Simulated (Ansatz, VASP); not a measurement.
**TePt in VASP and in Ansatz**

```
Te Pt
1.0
     4.11100    0.00000    0.00000
    -2.05550    3.56023    0.00000
     0.00000    0.00000    5.88168
Te Pt
2 2
Direct
  0.33333 0.66667 0.25000
  0.66667 0.33333 0.75000
  0.00000 0.00000 0.00000
  0.00000 0.00000 0.50000
```

Change from the starting cell: strain +0.000 along x and y, +0.080 along z, atoms carried along.

Alike in both runs: task single point; functional PBEsol; k mesh 12 × 12 × 10; occupations gaussian, width 0.15 eV; no spin polarisation.

|  | VASP | Ansatz |
| --- | --- | --- |
| version | VASP 6.6.1 | Ansatz 0.2.0 |
| potentials or method | VASP PAW PBE potentials, release 64 (Te, Pt), cutoff 520 eV | scalar-relativistic, plane waves, PAW |
| valence electrons in the cell | 32 | 68 |

Ansatz gave:

| Quantity | Value |
| --- | --- |
| gap on the k mesh at the Fermi level (eV) | none |
| pressure (GPa) | -0.8 |
| traceless stress, the component that is largest in VASP (GPa) | -4.55 |

Which values does VASP return?

gap on the k mesh at the Fermi level (eV): none; pressure (GPa): -0.9; traceless stress, the component that is largest in VASP (GPa): -4.56.

VASP's potentials were made for PBE, not for PBEsol. A gap of «none» marks a metal or a gap that the smearing closes. With one functional, cell and mesh, what is left measures potentials, basis and numerics. VASP's potentials hold 32 valence electrons a cell and Ansatz's 68, so a difference there can come from the potentials and not from the codes.

Spin-orbit coupling is off throughout.
